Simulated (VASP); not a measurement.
# TiSi16 (a cell with a defect) in VASP: further runs

TiSi16 (a cell with a defect) is run at these levels: PBEsol; tasks: single point.

Program: VASP 6.6.1. These are calculated values, not measurements. Logs are shortened: lines on timing, memory, paths and dates and some standing lists are left out, and cuts for length are marked.

## (1) The cell of the first run

The cell holds a defect, 17 atoms: a = 7.679 Å, b = 7.679 Å, c = 7.679 Å, α = 60.00°, β = 60.00°, γ = 60.00°.

## (2) Single point, PBEsol

INCAR reads:

```
  PREC = Accurate
  ENCUT = 520
  EDIFF = 1E-6
  ISMEAR = 0
  SIGMA = 0.05
  LREAL = Auto
  LASPH = T
  NELM = 80
  ALGO = Normal
  ISIF = 2
  LWAVE = F
  LCHARG = T
  GGA = PS
  LELF = T
  LVHAR = T
  NBANDS = 52
```

KPOINTS reads:

```
regular mesh
0
Gamma
  2 2 2
```

POSCAR reads:

```
TiSi16
1.0
    0.0000000000      5.4300000000      5.4300000000
    5.4300000000      0.0000000000      5.4300000000
    5.4300000000      5.4300000000      0.0000000000
Si Ti
16 1
Direct
   -0.0004704420     -0.0013343462     -0.0120083794
    0.1324786372      0.1316449355      0.1044465930
    0.0118112339      0.0110033149      0.4664088398
    0.1223938306      0.1214860958      0.6092177716
   -0.0004730203      0.5140315838     -0.0120383978
    0.1185994475      0.6251241252      0.1313372007
   -0.0182451197      0.5063283610      0.5057878453
    0.1223699816      0.6471176796      0.6091988950
    0.5148634438     -0.0013172192     -0.0120455801
    0.6259775322      0.1177517495      0.1313213628
    0.5071690608     -0.0190935543      0.5057672192
    0.6479362799      0.1215255985      0.6091618785
    0.4890167587      0.4881720074      0.0348134438
    0.6259802026      0.6251372928      0.1313006446
    0.5071627993      0.5063508287      0.5057497238
    0.6129507366      0.6121129834      0.6629953039
    0.2601113260      0.2592820442      0.7215284530
```

Potentials or basis: VASP PAW PBE potentials, release 64 (Si, Ti_sv).

Run with:

```sh
cat potpaw_PBE.64/Si/POTCAR potpaw_PBE.64/Ti_sv/POTCAR > POTCAR
mpirun -np 1 vasp_std > vasp.out
```

OUTCAR:

```text
PREC = Accurate
   ENCUT = 520
   EDIFF = 1E-6
   ISMEAR = 0
   LREAL = Auto
   LASPH = T
   NELM = 80
   ISIF = 2
   GGA = PS

 ion  position               nearest neighbor table
   1  1.000  0.999  0.988-   6 2.35  10 2.35   4 2.38   2 2.40  17 2.83
   2  0.132  0.132  0.104-   3 2.27   1 2.40   9 2.40   5 2.40  17 2.40
   3  0.012  0.011  0.466-   2 2.27  12 2.29   4 2.29   8 2.29
   4  0.122  0.121  0.609-   3 2.29   1 2.38  11 2.42   7 2.42  17 2.43
   5  1.000  0.514  0.988-   6 2.35  14 2.35   8 2.38   2 2.40  17 2.83
   6  0.119  0.625  0.131-  13 2.33   1 2.35   5 2.35   7 2.35
   7  0.982  0.506  0.506-  16 2.32   6 2.35   8 2.42   4 2.42  17 2.69
   8  0.122  0.647  0.609-   3 2.29   5 2.38  15 2.42   7 2.42  17 2.43
   9  0.515  0.999  0.988-  14 2.35  10 2.35  12 2.38   2 2.40  17 2.83
  10  0.626  0.118  0.131-  13 2.33   1 2.35   9 2.35  11 2.35
  11  0.507  0.981  0.506-  16 2.32  10 2.35   4 2.42  12 2.42  17 2.69
  12  0.648  0.122  0.609-   3 2.29   9 2.38  11 2.42  15 2.42  17 2.43
  13  0.489  0.488  0.035-   6 2.33  14 2.33  10 2.33  16 2.33
  14  0.626  0.625  0.131-  13 2.33   9 2.35   5 2.35  15 2.35
  15  0.507  0.506  0.506-  16 2.32  14 2.35   8 2.42  12 2.42  17 2.69
  16  0.613  0.612  0.663-  11 2.32  15 2.32   7 2.32  13 2.33
  17  0.260  0.259  0.722-   2 2.40  12 2.43   4 2.43   8 2.43   7 2.69  15 2.69  11 2.69   9 2.83
                             5 2.83   1 2.83

  LATTYP: Found a face centered cubic cell.
 ALAT       =    10.8600000000

  Lattice vectors:

 A1 = (   0.0000000000,   5.4300000000,   5.4300000000)
 A2 = (   5.4300000000,   0.0000000000,   5.4300000000)
 A3 = (   5.4300000000,   5.4300000000,   0.0000000000)

Analysis of symmetry for initial positions (statically):
=====================================================================
 Subroutine PRICEL returns:
 Original cell was already a primitive cell.

 Routine SETGRP: Setting up the symmetry group for a
 face centered cubic supercell.

 Subroutine GETGRP returns: Found  1 space group operations
 (whereof  1 operations were pure point group operations)
 out of a pool of 48 trial point group operations.

The static configuration has the point symmetry C_1 .

Analysis of symmetry for dynamics (positions and initial velocities):
=====================================================================
 Subroutine PRICEL returns:
 Original cell was already a primitive cell.

 Routine SETGRP: Setting up the symmetry group for a
 face centered cubic supercell.

 Subroutine GETGRP returns: Found  1 space group operations
 (whereof  1 operations were pure point group operations)
 out of a pool of 48 trial point group operations.

The dynamic configuration has the point symmetry C_1 .

 Subroutine INISYM returns: Found  1 space group operations
 (whereof  1 operations are pure point group operations),
 and found     1 'primitive' translations

----------------------------------------------------------------------------------------

                                     Primitive cell

  volume of cell :     320.2060

  direct lattice vectors                    reciprocal lattice vectors
     0.000000000  5.430000000  5.430000000    -0.092081031  0.092081031  0.092081031
     5.430000000  0.000000000  5.430000000     0.092081031 -0.092081031  0.092081031
     5.430000000  5.430000000  0.000000000     0.092081031  0.092081031 -0.092081031

  length of vectors
     7.679179644  7.679179644  7.679179644     0.159489025  0.159489025  0.159489025

  position of ions in fractional coordinates (direct lattice)
     0.999529558  0.998665654  0.987991621
     0.132478637  0.131644935  0.104446593
     0.011811234  0.011003315  0.466408840
     0.122393831  0.121486096  0.609217772
     0.999526980  0.514031584  0.987961602
     0.118599448  0.625124125  0.131337201
[... 9 lines left out ...]
     0.612950737  0.612112983  0.662995304
     0.260111326  0.259282044  0.721528453

  ion indices of the primitive-cell ions
   primitive index   ion index
                 1           1
                 2           2
                 3           3
                 4           4
                 5           5
                 6           6
[... 9 lines left out ...]
                16          16
                17          17

----------------------------------------------------------------------------------------

 KPOINTS: regular mesh

Automatic generation of k-mesh.
 Grid dimensions read from file:
 generate k-points for:    2    2    2

 Generating k-lattice:

  Cartesian coordinates                     Fractional coordinates (reciprocal lattice)
    -0.046040516  0.046040516  0.046040516     0.500000000  0.000000000  0.000000000
     0.046040516 -0.046040516  0.046040516     0.000000000  0.500000000  0.000000000
     0.046040516  0.046040516 -0.046040516     0.000000000  0.000000000  0.500000000

  Length of vectors
     0.079744512  0.079744512  0.079744512

  Shift w.r.t. Gamma in fractional coordinates (k-lattice)
     0.000000000  0.000000000  0.000000000

 Subroutine IBZKPT returns following result:
 ===========================================

 Found      8 irreducible k-points:

 Following reciprocal coordinates:
            Coordinates               Weight
  0.000000  0.000000  0.000000      1.000000
  0.500000  0.000000  0.000000      1.000000
  0.000000  0.500000  0.000000      1.000000
  0.000000  0.000000  0.500000      1.000000
  0.500000  0.500000  0.500000      1.000000
  0.500000  0.500000  0.000000      1.000000
  0.000000  0.500000  0.500000      1.000000
  0.500000  0.000000  0.500000      1.000000
   k-points           NKPTS =      8   k-points in BZ     NKDIM =      8   number of bands    NBANDS=     52
   number of dos      NEDOS =    301   number of ions     NIONS =     17
   total plane-waves  NPLWV = 216000
   dimension x,y,z NGX =    60 NGY =   60 NGZ =   60
   dimension x,y,z NGXF=   120 NGYF=  120 NGZF=  120
   ions per type =              16   1
   NGX,Y,Z   is equivalent  to a cutoff of  12.99, 12.99, 12.99 a.u.
   NGXF,Y,Z  is equivalent  to a cutoff of  25.98, 25.98, 25.98 a.u.
 SYSTEM =  unknown system
   PREC   = accura    normal or accurate (medium, high low for compatibility)
   ISTART =      0    job   : 0-new  1-cont  2-samecut
   ICHARG =      2    charge: 1-file 2-atom 10-const
   ISPIN  =      1    spin polarized calculation?
   LNONCOLLINEAR =      F non collinear calculations
   LSORBIT =      F    spin-orbit coupling
   LASPH  =      T    aspherical Exc in radial PAW
   ENCUT  =  520.0 eV  38.22 Ry    6.18 a.u.  14.28 14.28 14.28*2*pi/ulx,y,z
   NELM   =     80;   NELMIN=  2; NELMDL= -5     # of ELM steps
   EDIFF  = 0.1E-05   stopping-criterion for ELM
   LREAL  =      T    real-space projection
   EDIFFG = 0.1E-04   stopping-criterion for IOM
   NSW    =      0    number of steps for IOM
[... 5 lines left out ...]
   TEBEG  =    0.0;   TEEND  =   0.0 temperature during run
   PSTRESS=    0.0 pullay stress
   NELECT =      76.0000    total number of electrons
   NUPDOWN=      -1.0000    fix difference up-down
   EMIN   =  10.00;   EMAX   =-10.00  energy-range for DOS
   EFERMI =   0.00;   METHOD = LEGACY
   ISMEAR =     0;   SIGMA  =   0.05  broadening in eV -4-tet -1-fermi 0-gaus
   EFERMI_NEDOS =   21; number of points for ismear=-14 and -15
   IALGO  =     38    algorithm
   IMIX   =      4    mixing-type and parameters
     AMIX     =   0.40;   BMIX     =  1.00
     AMIX_MAG =   1.60;   BMIX_MAG =  1.00
  volume/ion in A,a.u.               =      18.84       127.11
  Fermi-wavevector in a.u.,A,eV,Ry     =   1.013607  1.915439 13.978610  1.027399
  Thomas-Fermi vector in A             =   2.146786
   LORBIT       =      0    0 simple, 1 ext, 2 COOP (PROOUT), +10 PAW based schemes
   GGA     = PS    functional components
   LHFCALC =     F    Hartree Fock is set to
   AEXX    =    0.0000 exact exchange contribution
   IVDW    =     0    specifies the selected vdW correction
   LEPSILON=     F    determine dielectric tensor
   LRPA    =     F    only Hartree local field effects (RPA)
 non-spin polarized calculation
 Gauss-broadening in eV      SIGMA  =   0.05
  energy-cutoff  :      520.00
  volume of cell :      320.21
 maximum number of plane-waves:      8646
 NGX is ok and might be reduce to    60
   NGX = 29   NGY = 29   NGZ = 29

 number of electron      75.9999999 magnetization

 Free energy of the ion-electron system (eV)
  ---------------------------------------------------
  ext. energy  EPLUGINS =         0.00000000
  ---------------------------------------------------
  free energy    TOTEN  =       -98.20360140 eV

  energy without entropy =      -98.17925686  energy(sigma->0) =      -98.19142913

 E-fermi :   6.7752     XC(G=0):  -9.8877

 val. band max:        6.7342751001   @ k =   0.0000   0.0000   0.0000
 cond. band min:       6.7841069432   @ k =   0.5000   0.0000   0.0000
 fundamental gap:      0.0498318431
 Fermi energy:         6.7752165513

 k-point     1 :       0.0000    0.0000    0.0000
  band No.  band energies     occupation
      1     -49.7318      2.00000
      2     -26.2202      2.00000
      3     -26.2018      2.00000
      4     -26.2017      2.00000
      5      -5.7776      2.00000
      6      -3.5579      2.00000
[... 42 lines left out ...]
     49       8.1342      0.00000
     50       8.3945      0.00000

 k-point     2 :       0.5000    0.0000    0.0000
  band No.  band energies     occupation
      1     -49.7318      2.00000
      2     -26.2202      2.00000
      3     -26.2018      2.00000
      4     -26.2017      2.00000
      5      -5.0686      2.00000
      6      -4.8516      2.00000
[... 42 lines left out ...]
     49       9.2573      0.00000
     50       9.7569      0.00000

 k-point     3 :       0.0000    0.5000    0.0000
  band No.  band energies     occupation
      1     -49.7318      2.00000
      2     -26.2202      2.00000
      3     -26.2018      2.00000
      4     -26.2017      2.00000
      5      -5.0687      2.00000
      6      -4.8516      2.00000
[... 42 lines left out ...]
     49       9.2572      0.00000
     50       9.7569      0.00000

 k-point     4 :       0.0000    0.0000    0.5000
  band No.  band energies     occupation
      1     -49.7318      2.00000
      2     -26.2202      2.00000
      3     -26.2018      2.00000
      4     -26.2017      2.00000
      5      -5.0459      2.00000
      6      -4.8784      2.00000
[... 42 lines left out ...]
     49       9.3328      0.00000
     50       9.7724      0.00000

 k-point     5 :       0.5000    0.5000    0.5000
  band No.  band energies     occupation
      1     -49.7318      2.00000
      2     -26.2202      2.00000
      3     -26.2018      2.00000
      4     -26.2017      2.00000
      5      -5.0686      2.00000
      6      -4.8516      2.00000
[... 42 lines left out ...]
     49       9.2573      0.00000
     50       9.7569      0.00000

 k-point     6 :       0.5000    0.5000    0.0000
  band No.  band energies     occupation
      1     -49.7318      2.00000
      2     -26.2202      2.00000
      3     -26.2018      2.00000
      4     -26.2017      2.00000
      5      -4.7440      2.00000
      6      -4.6537      2.00000
[... 42 lines left out ...]
     49       9.7413      0.00000
     50      10.3850      0.00000

 k-point     7 :       0.0000    0.5000    0.5000
  band No.  band energies     occupation
      1     -49.7318      2.00000
      2     -26.2202      2.00000
      3     -26.2018      2.00000
      4     -26.2017      2.00000
      5      -4.7441      2.00000
      6      -4.6536      2.00000
[... 42 lines left out ...]
     49       9.7413      0.00000
     50      10.3849      0.00000

 k-point     8 :       0.5000    0.0000    0.5000
  band No.  band energies     occupation
      1     -49.7318      2.00000
      2     -26.2202      2.00000
      3     -26.2018      2.00000
      4     -26.2017      2.00000
      5      -4.7439      2.00000
      6      -4.6538      2.00000
[... 42 lines left out ...]
     49       9.7413      0.00000
     50      10.3850      0.00000
 [bands above 50 left out]

------------------------ aborting loop because EDIFF is reached ----------------------------------------

  FORCE on cell =-STRESS in cart. coord.  units (eV):
  Direction    XX          YY          ZZ          XY          YZ          ZX
  --------------------------------------------------------------------------------------
  -------------------------------------------------------------------------------------
  Total        3.5285856      3.5380403      3.5239557     -0.0710342      0.0748300      0.0744356
  in kB       17.6555703     17.7028777     17.6324044     -0.3554254      0.3744179      0.3724447
  external PRESSURE =      17.6636175 kB  Pullay stress =       0.0000000 kB

 VOLUME and BASIS-vectors are now :
 -----------------------------------------------------------------------------
  energy-cutoff  :      520.00
  volume of cell :      320.21
      direct lattice vectors                 reciprocal lattice vectors
     0.000000000  5.430000000  5.430000000    -0.092081031  0.092081031  0.092081031
     5.430000000  0.000000000  5.430000000     0.092081031 -0.092081031  0.092081031
     5.430000000  5.430000000  0.000000000     0.092081031  0.092081031 -0.092081031

 POSITION                                       TOTAL-FORCE (eV/Angst)
 -----------------------------------------------------------------------------------
     10.78755     10.79224     10.85020         0.005118      0.004981      0.007102
      1.28198      1.28650      1.43419         0.118695      0.118027     -0.118745
      2.59235      2.59674      0.12388         0.079888      0.078096     -0.081377
      3.96772      3.97265      1.32427         0.010819      0.010093      0.126883
      8.15582     10.79206      8.21862        -0.007324      0.004462     -0.005605
      4.10758      1.35716      4.03842        -0.055910     -0.019467      0.055585
[... 9 lines left out ...]
      6.92384      6.92839      6.65210        -0.077036     -0.075351      0.077829
      5.32580      5.33030      2.82031         0.287797      0.286148     -0.282197
 -----------------------------------------------------------------------------------
    total drift:                                0.005097      0.003932      0.003641

  FREE ENERGIE OF THE ION-ELECTRON SYSTEM (eV)
  ---------------------------------------------------
  free  energy   TOTEN  =       -98.2036013956 eV

  energy  without entropy=      -98.1792568571  energy(sigma->0) =      -98.19142913
```

It took 3 min on 1 thread of AMD EPYC 9R45 (Zen 5), shared host; peak memory 0.46 GiB.

Results:

- Free energy: -98.2036 eV
- Pressure: 1.8 GPa
- Largest force: 0.494 eV/Å
- Band gap on the k mesh: zero (bands 38 and 39 overlap by 0.32 eV)

Forces on the atoms (eV/Å):
```
Si   0.005  0.005  0.007
Si   0.119  0.118 -0.119
Si   0.080  0.078 -0.081
Si   0.011  0.010  0.127
Si  -0.007  0.004 -0.006
Si  -0.056 -0.019  0.056
Si  -0.058  0.031  0.058
Si  -0.127  0.010 -0.010
Si   0.005 -0.007 -0.006
Si  -0.020 -0.055  0.055
Si   0.030 -0.058  0.056
Si   0.010 -0.127 -0.010
Si  -0.089 -0.090  0.089
Si  -0.055 -0.055  0.020
Si  -0.057 -0.057 -0.032
Si  -0.077 -0.075  0.078
Ti   0.288  0.286 -0.282
```

Levels at points of the mesh, in eV from the Fermi level:
```tsv
k point	band 34	band 35	band 36	band 37	band 38	band 39	band 40	band 41
(0.00, 0.00, 0.00)	-0.96	-0.94	-0.94	-0.44	-0.30	-0.30	-0.04	-0.04
(0.50, 0.00, 0.00)	-1.83	-1.28	-1.23	-0.20	0.01	0.26	0.39	0.53
(0.00, 0.50, 0.00)	-1.83	-1.28	-1.23	-0.20	0.01	0.26	0.39	0.53
(0.00, 0.00, 0.50)	-1.89	-1.25	-1.25	-0.32	-0.08	-0.08	0.57	0.57
(0.50, 0.50, 0.50)	-1.83	-1.28	-1.23	-0.20	0.01	0.26	0.39	0.53
(0.50, 0.50, 0.00)	-1.91	-1.87	-1.74	-0.62	0.01	0.56	0.71	1.12
(0.00, 0.50, 0.50)	-1.91	-1.87	-1.74	-0.62	0.01	0.56	0.71	1.12
(0.50, 0.00, 0.50)	-1.91	-1.87	-1.74	-0.62	0.01	0.56	0.71	1.12
```

Caveat: the k points lie up to 0.50 Å⁻¹ apart; the PAW data sets were made with another functional, which shifts forces and pressure a little.

## (3) Single point, PBEsol

INCAR reads:

```
SYSTEM = TiSi16
ALGO = Normal
EDIFF = 1E-7
ENCUT = 520
GGA = PS
ISIF = 2
ISMEAR = 0
LASPH = .TRUE.
LCHARG = .FALSE.
LREAL = Auto
LWAVE = .FALSE.
NBANDS = 52
NELM = 60
PREC = Accurate
SIGMA = 0.05
```

KPOINTS reads:

```
k-points
0
G
  2 2 2
  0 0 0
```

POSCAR reads:

```
TiSi16
1.0
    0.0000000000      5.4300000000      5.4300000000
    5.4300000000      0.0000000000      5.4300000000
    5.4300000000      5.4300000000      0.0000000000
Si Ti
16 1
Direct
   -0.0002527624     -0.0011730203     -0.0145181400
    0.1429314917      0.1420081031      0.0732953959
    0.0191849908      0.0182529466      0.4445665746
    0.1149937385      0.1140661142      0.6117758748
   -0.0002361878      0.5161986188     -0.0145639963
    0.1133261510      0.6249121547      0.1370740331
   -0.0272140884      0.5086389503      0.5101617864
    0.1150147330      0.6594108656      0.6117213628
    0.5171279926     -0.0011502762     -0.0145852670
    0.6258308471      0.1124209024      0.1370549724
    0.5095575506     -0.0281196133      0.5101428177
    0.6603385820      0.1140989871      0.6116978821
    0.4836190608      0.4827116943      0.0511757827
    0.6258452118      0.6249321363      0.1370131676
    0.5095753223      0.5086627993      0.5100972376
    0.6080490792      0.6071479742      0.6778614180
    0.2837612339      0.2828391344      0.6508039595
```

Potentials or basis: VASP PAW PBE potentials, release 64 (Si, Ti_sv).

Run with:

```sh
cat potpaw_PBE.64/Si/POTCAR potpaw_PBE.64/Ti_sv/POTCAR > POTCAR
mpirun -np 1 vasp_std > vasp.out
```

It took 3.4 min on 1 thread of AMD EPYC 9R45 (Zen 5), shared host; peak memory 0.47 GiB.

The run converged. Its results:

- Free energy: -97.3198 eV
- Pressure: 2.3 GPa
- Largest force: 1.995 eV/Å
- Band gap on the k mesh: zero (bands 38 and 39 overlap by 0.30 eV)

Forces in eV/Å, atoms in the order of the input:
```
Si  -0.067 -0.067  0.024
Si   0.008  0.007 -0.009
Si  -0.067 -0.067  0.067
Si  -0.105 -0.107  0.120
Si  -0.023 -0.067  0.067
Si  -0.099 -0.039  0.099
Si  -0.104  0.047  0.104
Si  -0.120 -0.106  0.105
Si  -0.067 -0.025  0.068
Si  -0.038 -0.099  0.098
Si   0.047 -0.102  0.102
Si  -0.106 -0.122  0.106
Si  -0.125 -0.125  0.124
Si  -0.098 -0.098  0.038
Si  -0.102 -0.101 -0.046
Si  -0.084 -0.084  0.084
Ti   1.150  1.155 -1.151
```

Stress tensor (GPa, compression positive):
```
 2.29 -0.54  0.54
-0.54  2.29  0.54
 0.54  0.54  2.29
```

Levels at points of the mesh, in eV from the Fermi level:
```
           k point  band 35  band 36  band 37  band 38  band 39  band 40  band 41  band 42
(0.00, 0.00, 0.00)    -1.13    -0.70    -0.62    -0.26    -0.26    -0.03    -0.03     0.09
(0.50, 0.00, 0.00)    -1.31    -1.25    -0.31    -0.01     0.13     0.59     0.62     0.73
(0.00, 0.50, 0.00)    -1.31    -1.25    -0.31    -0.01     0.13     0.59     0.62     0.73
(0.00, 0.00, 0.50)    -1.28    -1.28    -0.23    -0.23    -0.22     0.69     0.71     0.71
(0.50, 0.50, 0.50)    -1.31    -1.25    -0.31    -0.01     0.13     0.59     0.62     0.73
(0.50, 0.50, 0.00)    -1.81    -1.72    -0.26     0.04     0.32     0.71     0.89     1.01
(0.00, 0.50, 0.50)    -1.81    -1.72    -0.26     0.04     0.32     0.71     0.89     1.01
(0.50, 0.00, 0.50)    -1.81    -1.72    -0.26     0.04     0.32     0.71     0.89     1.01
```

Caveat: the k points lie up to 0.50 Å⁻¹ apart; the PAW data sets were made with another functional, which shifts forces and pressure a little.

[end of part 1 of 2]

The gap in the log of VASP goes by the Fermi energy; the results here count the filled bands.